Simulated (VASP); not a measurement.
# TiB2 (P6/mmm) in VASP: further runs, part 2 of 3

VASP 6.6.1. Earlier steps stand in the parts before.

## (4) Electric field gradients, PBE (volume scaled by 0.99)

The input, INCAR:

```
PREC = Accurate ; ENCUT = 520
EDIFF = 1E-8 ; ISMEAR = -1
SIGMA = 0.08 ; LREAL = False
LASPH = True ; NELM = 100
ALGO = Normal ; ISIF = 2
LWAVE = False ; LCHARG = False
GGA = PE ; LEFG = True
NBANDS = 16
```

The input, KPOINTS:

```
regular mesh
0
Gamma
  15 15 13
```

The input, POSCAR:

```
TiB2
1.0
    3.0190670283      0.0000000000      0.0000000000
   -1.5095335141      2.6145887422      0.0000000000
    0.0000000000      0.0000000000      3.2176025949
Ti B
1 2
Direct
    0.0000000000      0.0000000000      0.0000000000
    0.3333333333      0.6666666667      0.5000000000
    0.6666666667      0.3333333333      0.5000000000
```

Potentials or basis: VASP PAW PBE potentials, release 64 (Ti_sv, B).

Started as:

```console
cat potpaw_PBE.64/Ti_sv/POTCAR potpaw_PBE.64/B/POTCAR > POTCAR
mpirun -np 1 vasp_std > vasp.out
```

OUTCAR:

```text
PREC = Accurate
   ENCUT = 520
   EDIFF = 1E-8
   ISMEAR = -1
   LREAL = False
   LASPH = True
   NELM = 100
   ISIF = 2
   GGA = PE

 ion  position               nearest neighbor table
   1  0.000  0.000  0.000-   2 2.37   3 2.37   2 2.37   3 2.37   2 2.37   2 2.37   3 2.37   3 2.37
                             3 2.37   3 2.37   2 2.37   2 2.37
   2  0.333  0.667  0.500-   3 1.74   3 1.74   3 1.74   1 2.37   1 2.37   1 2.37   1 2.37   1 2.37
                             1 2.37
   3  0.667  0.333  0.500-   2 1.74   2 1.74   2 1.74   1 2.37   1 2.37   1 2.37   1 2.37   1 2.37
                             1 2.37

  LATTYP: Found a hexagonal cell.
 ALAT       =     3.0190670283
 C/A-ratio  =     1.0657605693

  Lattice vectors:

 A1 = (   3.0190670283,   0.0000000000,   0.0000000000)
 A2 = (  -1.5095335141,   2.6145887422,   0.0000000000)
 A3 = (   0.0000000000,   0.0000000000,   3.2176025949)

Analysis of symmetry for initial positions (statically):
=====================================================================
 Subroutine PRICEL returns:
 Original cell was already a primitive cell.

 Routine SETGRP: Setting up the symmetry group for a
 hexagonal supercell.

 Subroutine GETGRP returns: Found 24 space group operations
 (whereof 24 operations were pure point group operations)
 out of a pool of 24 trial point group operations.

The static configuration has the point symmetry D_6h.

Analysis of symmetry for dynamics (positions and initial velocities):
=====================================================================
 Subroutine PRICEL returns:
 Original cell was already a primitive cell.

 Routine SETGRP: Setting up the symmetry group for a
 hexagonal supercell.

[... 165 lines left out ...]
      3     -22.8540      2.00000
      4     -22.8540      2.00000
      5      -3.4545      2.00000
      6       7.4870      2.00000
[... 433 lines left out ...]
      3     -23.1001      2.00000
      4     -23.0428      2.00000
      5       1.1776      2.00000
      6       1.2695      2.00000
[... 8 lines left out ...]
     15      18.9658      0.00000
     16      20.1507      0.00000

 [... further k-points ...]
[... 5 lines left out ...]
  --------------------------------------------------------------------------------------
  -------------------------------------------------------------------------------------
  Total        0.5671567      0.5671567      0.3156151      0.0000000      0.0000000      0.0000000
  in kB       35.7770995     35.7770994     19.9094765      0.0000000      0.0000000      0.0000000
  external PRESSURE =      30.4878918 kB  Pullay stress =       0.0000000 kB

 VOLUME and BASIS-vectors are now :
 -----------------------------------------------------------------------------
  energy-cutoff  :      520.00
  volume of cell :       25.40
      direct lattice vectors                 reciprocal lattice vectors
     3.019067028  0.000000000  0.000000000     0.331228154  0.191234664  0.000000000
    -1.509533514  2.614588742  0.000000000     0.000000000  0.382469328  0.000000000
     0.000000000  0.000000000  3.217602595     0.000000000  0.000000000  0.310790401

 POSITION                                       TOTAL-FORCE (eV/Angst)
 -----------------------------------------------------------------------------------
      0.00000      0.00000      0.00000         0.000000      0.000000     -0.000000
     -0.00000      1.74306      1.60880         0.000000      0.000000     -0.000000
      1.50953      0.87153      1.60880        -0.000000      0.000000      0.000000
 -----------------------------------------------------------------------------------
    total drift:                               -0.000000      0.000000      0.000000

  FREE ENERGIE OF THE ION-ELECTRON SYSTEM (eV)
  ---------------------------------------------------
  free  energy   TOTEN  =       -24.4300466984 eV

  energy  without entropy=      -24.4220309542  energy(sigma->0) =      -24.42603883

 Electric field gradients (V/A^2)
---------------------------------------------------------------------
 ion       V_xx      V_yy      V_zz      V_xy      V_xz      V_yz
---------------------------------------------------------------------
   1      -9.039    -9.040    18.079    -0.001    -0.000     0.000
   2      -2.322    -2.322     4.644     0.000     0.000    -0.000
   3      -2.322    -2.322     4.644     0.000     0.000     0.000
---------------------------------------------------------------------

 Electric field gradients after diagonalization (V/A^2)
 (convention: |V_zz| > |V_xx| > |V_yy|)
----------------------------------------------------------------------
 ion       V_xx      V_yy      V_zz     asymmetry (V_yy - V_xx)/ V_zz
----------------------------------------------------------------------
   1      -9.041    -9.038    18.079       0.000
   2      -2.322    -2.322     4.644       0.000
   3      -2.322    -2.322     4.644       0.000
----------------------------------------------------------------------

           NMR quadrupolar parameters

 Cq : quadrupolar parameter    Cq=e*Q*V_zz/h
 eta: asymmetry parameters     (V_yy - V_xx)/ V_zz
 Q  : nuclear electric quadrupole moment in mb (millibarn)
----------------------------------------------------------------------
 ion       Cq(MHz)       eta       Q (mb)
----------------------------------------------------------------------
   1       0.044       0.000       1.000
   2       0.011       0.000       1.000
   3       0.011       0.000       1.000
----------------------------------------------------------------------
```

OSZICAR:

```text
N       E                     dE             d eps       ncg     rms          rms(c)
DAV:   1     0.121654574004E+03    0.12165E+03   -0.89959E+03  6056   0.129E+03
DAV:   2    -0.225619429722E+02   -0.14422E+03   -0.13920E+03  6568   0.341E+02
DAV:   3    -0.294530648811E+02   -0.68911E+01   -0.68391E+01  8800   0.729E+01
DAV:   4    -0.296102594962E+02   -0.15719E+00   -0.15714E+00  7312   0.988E+00
DAV:   5    -0.296144491582E+02   -0.41897E-02   -0.41895E-02  8728   0.137E+00    0.169E+01
DAV:   6    -0.244388115630E+02    0.51756E+01   -0.20597E+01  8752   0.487E+01    0.384E+00
DAV:   7    -0.244284193697E+02    0.10392E-01   -0.10489E+00  6528   0.116E+01    0.340E+00
DAV:   8    -0.244314627385E+02   -0.30434E-02   -0.79404E-02  9872   0.236E+00    0.792E-01
DAV:   9    -0.244305113032E+02    0.95144E-03   -0.32945E-02  7544   0.231E+00    0.261E-01
DAV:  10    -0.244300361736E+02    0.47513E-03   -0.26232E-03  7960   0.621E-01    0.629E-02
DAV:  11    -0.244300595786E+02   -0.23405E-04   -0.43726E-04  8512   0.232E-01    0.585E-02
DAV:  12    -0.244300471984E+02    0.12380E-04   -0.85924E-05  7144   0.119E-01    0.839E-03
DAV:  13    -0.244300466844E+02    0.51402E-06   -0.37704E-06  7224   0.188E-02    0.336E-03
DAV:  14    -0.244300466618E+02    0.22616E-07   -0.38551E-07  7704   0.609E-03    0.774E-04
DAV:  15    -0.244300466838E+02   -0.22052E-07   -0.62456E-08  8496   0.201E-03    0.339E-04
DAV:  16    -0.244300466963E+02   -0.12459E-07   -0.33961E-09  3640   0.505E-04    0.198E-04
DAV:  17    -0.244300466984E+02   -0.21300E-08   -0.11681E-09  3208   0.312E-04
   1 F= -.24430047E+02 E0= -.24426039E+02  d E =-.801574E-02
```

stdout:

```text
POSCAR found type information on POSCAR TiB
 POSCAR found :  2 types and       3 ions
 scaLAPACK will be used
 LDA part: xc-table for (Slater+PW92), standard interpolation
 POSCAR, INCAR and KPOINTS ok, starting setup
 FFT: planning ... GRIDC
 FFT: planning ... GRID_SOFT
 FFT: planning ... GRID
 WAVECAR not read
 entering main loop
ion   1

ion   2

ion   3
```

It took 55 s on 1 thread of Intel Xeon 6975P-C (Granite Rapids), shared host; peak memory 0.19 GiB.

What came out:

```yaml
Free_energy: -24.4300 eV
Pressure: 3.0 GPa
Band_gap_on_the_k_mesh: zero (band 9 reaches 10.42 eV, above the bottom of band 10 at 9.95 eV)
```

Stress tensor (GPa, compression positive):
```
3.58 0.00 0.00
0.00 3.58 0.00
0.00 0.00 1.99
```

Levels at points of the mesh, in eV from the Fermi level:
```
           k point  band 7  band 8  band 9  band 10  band 11  band 12
(0.00, 0.00, 0.00)   -2.64   -2.35   -2.16     1.90     1.90     3.68
```

Electric field gradients, principal values (V/Å²):
```tsv
atom	least	middle	greatest (by size)
1 Ti	-9.038	-9.041	18.079
2 B	-2.322	-2.322	4.644
3 B	-2.322	-2.322	4.644
```

Caveat: without QUAD_EFG the Cq values of the log hold for a quadrupole moment of 1 mb, not for the nuclei.

## (5) Electric field gradients, PBE (volume scaled by 1.02)

The input, INCAR:

```
SYSTEM = TiB2
ALGO = Normal
EDIFF = 1E-8
ENCUT = 520
GGA = PE
ISIF = 2
ISMEAR = -1
LASPH = .TRUE.
LCHARG = .FALSE.
LEFG = .TRUE.
LREAL = .FALSE.
LWAVE = .FALSE.
NBANDS = 16
NELM = 60
PREC = Accurate
SIGMA = 0.08
```

The input, KPOINTS:

```
k-points
0
G
  15 15 13
  0 0 0
```

The input, POSCAR:

```
TiB2
1.0
    3.0492597015      0.0000000000      0.0000000000
   -1.5246298507      2.6407363642      0.0000000000
    0.0000000000      0.0000000000      3.2497807555
Ti B
1 2
Direct
    0.0000000000      0.0000000000      0.0000000000
    0.3333333333      0.6666666667      0.5000000000
    0.6666666667      0.3333333333      0.5000000000
```

Potentials or basis: VASP PAW PBE potentials, release 64 (Ti_sv, B).

Started as:

```console
cat potpaw_PBE.64/Ti_sv/POTCAR potpaw_PBE.64/B/POTCAR > POTCAR
mpirun -np 1 vasp_std > vasp.out
```

OUTCAR:

```text
SYSTEM = TiB2
   EDIFF = 1E-8
   ENCUT = 520
   GGA = PE
   ISIF = 2
   ISMEAR = -1
   LASPH = .TRUE.
   LREAL = .FALSE.
   NELM = 60
   PREC = Accurate

 ion  position               nearest neighbor table
   1  0.000  0.000  0.000-   2 2.40   3 2.40   2 2.40   3 2.40   2 2.40   2 2.40   3 2.40   3 2.40
                             3 2.40   3 2.40   2 2.40   2 2.40
   2  0.333  0.667  0.500-   3 1.76   3 1.76   3 1.76   1 2.40   1 2.40   1 2.40   1 2.40   1 2.40
                             1 2.40
   3  0.667  0.333  0.500-   2 1.76   2 1.76   2 1.76   1 2.40   1 2.40   1 2.40   1 2.40   1 2.40
[... 685 lines left out ...]

 Electric field gradients (V/A^2)
---------------------------------------------------------------------
 ion       V_xx      V_yy      V_zz      V_xy      V_xz      V_yz
---------------------------------------------------------------------
   1      -8.875    -8.876    17.751    -0.001    -0.000     0.000
   2      -2.315    -2.315     4.631     0.000     0.000    -0.000
   3      -2.315    -2.315     4.631     0.000     0.000    -0.000
---------------------------------------------------------------------

 Electric field gradients after diagonalization (V/A^2)
 (convention: |V_zz| > |V_xx| > |V_yy|)
----------------------------------------------------------------------
 ion       V_xx      V_yy      V_zz     asymmetry (V_yy - V_xx)/ V_zz
----------------------------------------------------------------------
   1      -8.877    -8.874    17.751       0.000
   2      -2.315    -2.315     4.631       0.000
   3      -2.315    -2.315     4.631       0.000
----------------------------------------------------------------------

           NMR quadrupolar parameters

 Cq : quadrupolar parameter    Cq=e*Q*V_zz/h
 eta: asymmetry parameters     (V_yy - V_xx)/ V_zz
 Q  : nuclear electric quadrupole moment in mb (millibarn)
----------------------------------------------------------------------
 ion       Cq(MHz)       eta       Q (mb)
----------------------------------------------------------------------
   1       0.043       0.000       1.000
   2       0.011       0.000       1.000
   3       0.011       0.000       1.000
----------------------------------------------------------------------
```

OSZICAR:

```text
N       E                     dE             d eps       ncg     rms          rms(c)
DAV:   1     0.122125408705E+03    0.12213E+03   -0.90534E+03  6080   0.128E+03
DAV:   2    -0.222141460552E+02   -0.14434E+03   -0.13957E+03  6608   0.338E+02
DAV:   3    -0.294002271563E+02   -0.71861E+01   -0.71194E+01  8936   0.733E+01
DAV:   4    -0.295573791473E+02   -0.15715E+00   -0.15707E+00  7168   0.988E+00
DAV:   5    -0.295621400799E+02   -0.47609E-02   -0.47608E-02  8984   0.136E+00    0.162E+01
DAV:   6    -0.244516260242E+02    0.51105E+01   -0.21138E+01  8864   0.480E+01    0.375E+00
DAV:   7    -0.244281998634E+02    0.23426E-01   -0.11040E+00  6552   0.120E+01    0.322E+00
DAV:   8    -0.244296878298E+02   -0.14880E-02   -0.89785E-02 10104   0.255E+00    0.797E-01
DAV:   9    -0.244273625538E+02    0.23253E-02   -0.41521E-02  7600   0.255E+00    0.280E-01
DAV:  10    -0.244266784053E+02    0.68415E-03   -0.32261E-03  7808   0.676E-01    0.592E-02
DAV:  11    -0.244267184176E+02   -0.40012E-04   -0.52514E-04  8688   0.251E-01    0.538E-02
DAV:  12    -0.244266992011E+02    0.19217E-04   -0.10604E-04  6976   0.130E-01    0.105E-02
DAV:  13    -0.244266986346E+02    0.56645E-06   -0.45913E-06  7640   0.192E-02    0.343E-03
DAV:  14    -0.244266986082E+02    0.26382E-07   -0.44656E-07  7368   0.553E-03    0.732E-04
DAV:  15    -0.244266986360E+02   -0.27822E-07   -0.52943E-08  8408   0.142E-03    0.350E-04
DAV:  16    -0.244266986442E+02   -0.81648E-08   -0.40955E-09  3872   0.633E-04
   1 F= -.24426699E+02 E0= -.24422526E+02  d E =-.834593E-02
```

stdout:

```text
POSCAR found type information on POSCAR TiB
 POSCAR found :  2 types and       3 ions
 scaLAPACK will be used
 LDA part: xc-table for (Slater+PW92), standard interpolation
 POSCAR, INCAR and KPOINTS ok, starting setup
 FFT: planning ... GRIDC
 FFT: planning ... GRID_SOFT
 FFT: planning ... GRID
 WAVECAR not read
 entering main loop
ion   1

ion   2

ion   3
```

It took 55 s on 1 thread of Intel Xeon 6975P-C (Granite Rapids), shared host; peak memory 0.19 GiB.

Results:

```
Free energy            : -24.4267 eV
Pressure               : -4.5 GPa
Band gap on the k mesh : zero (band 9 reaches 10.08 eV, above the bottom of band 10 at 9.63 eV)
```

Levels at points of the mesh, in eV from the Fermi level:
```csv
k point,band 5,band 6,band 7,band 8,band 9,band 10,band 11,band 12,band 13,band 14
"(0.00, 0.00, 0.00)",-13.41,-2.58,-2.58,-2.34,-2.08,1.82,1.82,3.54,3.54,5.67
```

Electric field gradients, principal values (V/Å²):
```
atom   least  middle  greatest (by size)
1 Ti  -8.874  -8.877              17.751
 2 B  -2.315  -2.315               4.631
 3 B  -2.315  -2.315               4.631
```

Caveat: without QUAD_EFG the Cq values of the log hold for a quadrupole moment of 1 mb, not for the nuclei.

(Part 2 of 3 ends here.)
